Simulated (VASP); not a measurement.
# Al (Cm) in VASP: single point with PBEsol

Aim: the single point of Al with PBEsol.

All numbers are computed with VASP 6.6.1; they aren't measurements. Logs are shortened: lines on timing, memory, paths and dates and some standing lists are left out, and cuts for length are marked.

## Step 1: The cell of the first run

It takes space group Cm (No. 8, monoclinic). Conventional cell: a = 19.281 Å, b = 2.836 Å, c = 10.067 Å, α = 90.00°, β = 104.40°, γ = 90.00°. Within 3.7 Å of Al (site symmetry m) lie 12 Al at 2.84 to 3.05 Å. Al (site symmetry m) has 12 Al at 2.84 to 2.85 Å within 3.7 Å. Al (site symmetry m) has 12 Al at 2.84 to 2.85 Å within 3.7 Å. Within 3.7 Å of Al (site symmetry m) lie 12 Al at 2.84 to 3.05 Å. Within 3.7 Å of Al (site symmetry m) lie 12 Al at 2.84 to 3.05 Å. Within 3.7 Å of Al (site symmetry m) lie 12 Al at 2.84 to 3.05 Å. Al (site symmetry m) has 12 Al at 2.84 to 2.85 Å within 3.7 Å. Within 3.7 Å of Al (site symmetry m) lie 12 Al at 2.84 to 2.85 Å.

## Step 2: Single point, PBEsol (the distance across one plane changed)

Contents of INCAR:

```
ALGO = Fast
EDIFF = 1E-7
ENCUT = 520
GGA = PS
ISIF = 2
ISMEAR = 0
ISYM = 0
LASPH = True
LCHARG = False
LREAL = Auto
LWAVE = False
NBANDS = 38
NELM = 100
PREC = Accurate
SIGMA = 0.15
```

Contents of KPOINTS:

```
k-points
0
Gamma
  5 17 5
```

Contents of POSCAR:

```
Al
1.0
   -1.4181422459     -2.4562944223      9.3221494550
    1.4181422459     -2.4562944223      0.0000000000
    8.7182141252      5.0334632720      0.0636984386
Al
16
Direct
   -0.0003468730      0.5001734365      0.0507642261
   -0.0020113308      0.0010056654      0.2943545626
   -0.0036757885      0.5018378943      0.5379448990
   -0.0053402463      0.0026701232      0.7815352355
    0.2436888200      0.3781555900      0.9236295984
    0.2486821933      0.8756589033      0.1928585890
    0.2470177355      0.3764911322      0.4364489255
    0.2453532778      0.8773233611      0.6800392619
    0.4938275248      0.7530862376      0.9033304037
    0.4988208981      0.2505895509      0.1725593943
    0.4971564403      0.7514217798      0.4161497308
    0.4954919826      0.2522540087      0.6597400672
    0.7489596029      0.6255201985      0.1522601997
    0.7472951452      0.1263524274      0.3958505361
    0.7456306874      0.6271846563      0.6394408726
    0.7439662296      0.1280168852      0.8830312090
```

Potentials or basis: VASP PAW PBE potentials, release 64 (Al).

Run with:

```bash
cat potpaw_PBE.64/Al/POTCAR > POTCAR
mpirun -np 1 vasp_std > vasp.out
```

OUTCAR:

```text
EDIFF = 1E-7
   ENCUT = 520
   GGA = PS
   ISIF = 2
   ISMEAR = 0
   ISYM = 0
   LASPH = True
   LREAL = Auto
   NELM = 100
   PREC = Accurate

 ion  position               nearest neighbor table
   1  1.000  0.500  0.051-   2 2.84   2 2.84   6 2.85   6 2.85  13 2.85   5 2.94  16 2.98  16 2.98
                             4 3.05   4 3.05
   2  0.998  0.001  0.294-   3 2.84   3 2.84   1 2.84   1 2.84  14 2.85  13 2.85   7 2.85   7 2.85
                            13 2.85   6 2.85
   3  0.996  0.502  0.538-   2 2.84   2 2.84   4 2.84   4 2.84   7 2.85  14 2.85   8 2.85   8 2.85
                            14 2.85  15 2.85
   4  0.995  0.003  0.782-   3 2.84   3 2.84  15 2.85   5 2.85   5 2.85  15 2.85  16 2.85   8 2.85
                             1 3.05   1 3.05
   5  0.244  0.378  0.924-   8 2.84   8 2.84   4 2.85   9 2.85   9 2.85   4 2.85   1 2.94  10 3.04
                             6 3.05   6 3.05
   6  0.249  0.876  0.193-   7 2.84   7 2.84   1 2.85  10 2.85  10 2.85   1 2.85  11 2.85   2 2.85
                             5 3.05   5 3.05
   7  0.247  0.376  0.436-   8 2.84   8 2.84   6 2.84   6 2.84   3 2.85   2 2.85  11 2.85  11 2.85
                             2 2.85  12 2.85
   8  0.245  0.877  0.680-   7 2.84   7 2.84   5 2.84   5 2.84   3 2.85  12 2.85  12 2.85   3 2.85
                             9 2.85   4 2.85
   9  0.494  0.753  0.903-  12 2.84  12 2.84   5 2.85  16 2.85   5 2.85  16 2.85   8 2.85  13 3.04
                            10 3.05  10 3.05
  10  0.499  0.251  0.173-  11 2.84  11 2.84  13 2.85  13 2.85   6 2.85   6 2.85  14 2.85   5 3.04
                             9 3.05   9 3.05
  11  0.497  0.751  0.416-  12 2.84  12 2.84  10 2.84  10 2.84   7 2.85   7 2.85   6 2.85  14 2.85
                            15 2.85  14 2.85
  12  0.495  0.252  0.660-  11 2.84  11 2.84   9 2.84   9 2.84  15 2.85  15 2.85   8 2.85   8 2.85
                            16 2.85   7 2.85
  13  0.749  0.626  0.152-  14 2.84  14 2.84  10 2.85  10 2.85   2 2.85   2 2.85   1 2.85   9 3.04
                            16 3.05  16 3.05
  14  0.747  0.126  0.396-  13 2.84  13 2.84  15 2.84  15 2.84   2 2.85   3 2.85   3 2.85  11 2.85
                            10 2.85  11 2.85
  15  0.746  0.627  0.639-  16 2.84  16 2.84  14 2.84  14 2.84  12 2.85  12 2.85   4 2.85   4 2.85
                            11 2.85   3 2.85
  16  0.744  0.128  0.883-  15 2.84  15 2.84   9 2.85   9 2.85  12 2.85   4 2.85   1 2.98   1 2.98
                            13 3.05  13 3.05

IMPORTANT INFORMATION: All symmetrisations will be switched off!
NOSYMM: (Re-)initialisation of all symmetry stuff for point group C_1.

----------------------------------------------------------------------------------------

                                     Primitive cell

  volume of cell :     266.6160

  direct lattice vectors                    reciprocal lattice vectors
    -1.418142246 -2.456294422  9.322149455    -0.000586844 -0.000338815  0.107092849
[... 152 lines left out ...]
   EFERMI_NEDOS =   21; number of points for ismear=-14 and -15
   IALGO  =     68    algorithm
   IMIX   =      4    mixing-type and parameters
     AMIX     =   0.40;   BMIX     =  1.00
     AMIX_MAG =   1.60;   BMIX_MAG =  1.00
  volume/ion in A,a.u.               =      16.66       112.45
  Fermi-wavevector in a.u.,A,eV,Ry     =   0.924400  1.746862 11.626382  0.854515
  Thomas-Fermi vector in A             =   2.050141
   LORBIT       =      0    0 simple, 1 ext, 2 COOP (PROOUT), +10 PAW based schemes
   GGA     = PS    functional components
   LHFCALC =     F    Hartree Fock is set to
   AEXX    =    0.0000 exact exchange contribution
   IVDW    =     0    specifies the selected vdW correction
   LEPSILON=     F    determine dielectric tensor
   LRPA    =     F    only Hartree local field effects (RPA)
 non-spin polarized calculation
 RMM-DIIS sequential band-by-band and
 Gauss-broadening in eV      SIGMA  =   0.15
  energy-cutoff  :      520.00
  volume of cell :      266.62
 maximum number of plane-waves:      7213
   NGX = 37   NGY = 11   NGZ = 37

 number of electron      48.0000000 magnetization

 Free energy of the ion-electron system (eV)
  ---------------------------------------------------
  ext. energy  EPLUGINS =         0.00000000
  ---------------------------------------------------
  free energy    TOTEN  =       -65.09403338 eV

  energy without entropy =      -65.03038385  energy(sigma->0) =      -65.06220861

 E-fermi :   7.8464     XC(G=0): -10.2181

 val. band max:        7.8453515356   @ k =   0.4000  -0.2941   0.2000
 cond. band min:       7.8464354296   @ k =  -0.2000   0.3529   0.4000
 fundamental gap:      0.0010838940
 Fermi energy:         7.8463744905

 k-point     1 :       0.0000    0.0000    0.0000
  band No.  band energies     occupation
      1      -3.2560      2.00000
      2      -1.8182      2.00000
      3      -1.5959      2.00000
      4      -1.5609      2.00000
      5      -1.5209      2.00000
      6      -0.8150      2.00000
[... 925 lines left out ...]
     35      10.7650      0.00000
     36      10.8728      0.00000

 [... further k-points ...]

 [bands above 36 left out]

------------------------ aborting loop because EDIFF is reached ----------------------------------------

  FORCE on cell =-STRESS in cart. coord.  units (eV):
  Direction    XX          YY          ZZ          XY          YZ          ZX
  --------------------------------------------------------------------------------------
  -------------------------------------------------------------------------------------
  Total       -3.8632602     -2.2324496     -1.5312244     -1.2076705     -0.4425505     -0.6666297
  in kB      -23.2155151    -13.4154741     -9.2015969     -7.2572625     -2.6594218     -4.0059824
  external PRESSURE =     -15.2775287 kB  Pullay stress =       0.0000000 kB

 VOLUME and BASIS-vectors are now :
 -----------------------------------------------------------------------------
  energy-cutoff  :      520.00
  volume of cell :      266.62
      direct lattice vectors                 reciprocal lattice vectors
    -1.418142246 -2.456294422  9.322149455    -0.000586844 -0.000338815  0.107092849
     1.418142246 -2.456294422  0.000000000     0.176580393 -0.305168582 -0.053546424
     8.718214125  5.033463272  0.063698439     0.085883605  0.049584922  0.026130276

 POSITION                                       TOTAL-FORCE (eV/Angst)
 -----------------------------------------------------------------------------------
     -0.26576     -3.42850      9.32215        -0.377393     -0.216845     -0.122357
      1.15238     -0.97220      9.32215         0.010246      0.003776     -0.024580
      3.98867     -0.97220      9.32215         0.000373      0.001713     -0.001087
      5.40681      1.48409      9.32215         0.280230      0.163607      0.021487
      8.24309      3.12162      2.33054         0.388997      0.225142      0.045799
      2.57052     -1.79097      2.33054        -0.289414     -0.166346     -0.001182
[... 8 lines left out ...]
      5.40681     -0.15344      6.99161         0.017595      0.008079      0.001708
      6.82495      2.30286      6.99161         0.334236      0.193267      0.213636
 -----------------------------------------------------------------------------------
    total drift:                               -0.004503      0.015497     -0.007832

  FREE ENERGIE OF THE ION-ELECTRON SYSTEM (eV)
  ---------------------------------------------------
  free  energy   TOTEN  =       -65.0940333777 eV

  energy  without entropy=      -65.0303838484  energy(sigma->0) =      -65.06220861
```

OSZICAR:

```text
N       E                     dE             d eps       ncg     rms          rms(c)
DAV:   1     0.492368245630E+02    0.49237E+02   -0.16702E+04 16188   0.102E+03
DAV:   2    -0.599795340723E+02   -0.10922E+03   -0.10250E+03 19382   0.131E+02
DAV:   3    -0.655536588932E+02   -0.55741E+01   -0.53548E+01 20510   0.239E+01
[... 11 lines left out ...]
RMM:  15    -0.650940333244E+02    0.71729E-06   -0.59661E-07 17019   0.338E-03    0.172E-03
RMM:  16    -0.650940335275E+02   -0.20303E-06   -0.15381E-07 11133   0.171E-03    0.256E-03
RMM:  17    -0.650940331268E+02    0.40062E-06   -0.53076E-08  9846   0.103E-03    0.395E-03
RMM:  18    -0.650940335221E+02   -0.39522E-06   -0.26040E-08  9387   0.667E-04    0.260E-03
RMM:  19    -0.650940333875E+02    0.13455E-06   -0.58583E-09  7175   0.378E-04    0.508E-04
RMM:  20    -0.650940333777E+02    0.98130E-08   -0.89513E-11  2568   0.249E-04
   1 F= -.65094033E+02 E0= -.65062209E+02  d E =-.636495E-01
```

stdout:

```text
POSCAR found type information on POSCAR Al
 POSCAR found :  1 types and      16 ions
 scaLAPACK will be used
 -----------------------------------------------------------------------------
|                                                                             |
|                                                                             |
[... 21 lines left out ...]
|     Results are often still useful ...                                      |
|                                                                             |
 -----------------------------------------------------------------------------

 POSCAR, INCAR and KPOINTS ok, starting setup
 FFT: planning ... GRIDC
 FFT: planning ... GRID_SOFT
 FFT: planning ... GRID
 WAVECAR not read
 entering main loop
```

Run time: 81 min. Hardware: 1 thread of Oxide Virtual Turin-like, shared host; peak memory 1.2 GiB.

What came out:

- Free energy: -65.0940 eV
- Pressure: -1.5 GPa
- Largest force: 0.452 eV/Å
- Band gap on the k mesh: zero (bands 24 and 25 overlap by 2.79 eV)

Forces on the atoms (eV/Å):
```
Al  -0.377 -0.217 -0.122
Al   0.010  0.004 -0.025
Al   0.000  0.002 -0.001
Al   0.280  0.164  0.021
Al   0.389  0.225  0.046
Al  -0.289 -0.166 -0.001
Al   0.001  0.002  0.005
Al  -0.020 -0.012  0.001
Al   0.357  0.207  0.140
Al  -0.358 -0.209 -0.128
Al   0.020  0.011  0.004
Al  -0.034 -0.020 -0.010
Al  -0.342 -0.196 -0.158
Al   0.011  0.004  0.012
Al   0.018  0.008  0.002
Al   0.334  0.193  0.214
```

Levels at points of the mesh, in eV from the Fermi level:
| k point | band 22 | band 23 | band 24 | band 25 | band 26 | band 27 |
| --- | --- | --- | --- | --- | --- | --- |
| (0.00, 0.00, 0.00) | -1.39 | -1.17 | 1.60 | 1.66 | 2.22 | 2.33 |

Caveat: the cell differs from its parent crystal (the distance across one plane changed); the PAW data sets were made with another functional, which shifts forces and pressure a little.
